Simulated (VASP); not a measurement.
Runs of VASP 6.6.1 on In2Sb. The structure is that of space group P6_3/mmc (No. 194), or close to it. The cells are those of the table. 

```tsv
cell	k mesh	smearing	gap on the mesh (eV)	pressure (GPa)
a = 5.380, b = 5.380, c = 6.723 Å, angles 90.0, 90.0, 120.0°, 6 atoms	1 × 1 × 1	gaussian 0.1 eV	-	11.3
a = 10.167, b = 10.167, c = 12.704 Å, angles 90.0, 90.0, 120.0°, 6 atoms	3 × 3 × 2	gaussian 0.1 eV	none	(a)
a = 5.380, b = 5.380, c = 6.723 Å, angles 90.0, 90.0, 120.0°, 6 atoms	12 × 12 × 6	methfessel-paxton 0.5 eV	none	-1.0
a = 5.380, b = 5.380, c = 6.723 Å, angles 90.0, 90.0, 120.0°, 6 atoms	12 × 12 × 6	methfessel-paxton 0.01 eV	none	-0.9
```

Alike in all rows: task single point; level r2SCAN; potentials or basis VASP PAW PBE potentials, release 64 (In_d, Sb); no spin polarisation; cutoff (eV) 520.

Task: Estimate the missing entries.

Result: (a) -0.7.

Caveats: some runs use coarse meshes; the PAW data sets were made with another functional, which shifts forces and pressure a little; spin-orbit coupling is left out, which moves the levels of the heavy elements; the atoms stand far beyond bonding distance (at least some runs); semilocal functionals underestimate gaps, and a narrow one can read as zero (at least some runs); so wide a smearing shifts energies and pressures (at least some runs).

A k mesh can miss the band edges, and the runs leave out spin-orbit coupling on In, Sb.

A gap of «none» marks levels without a gap at the run's occupations.
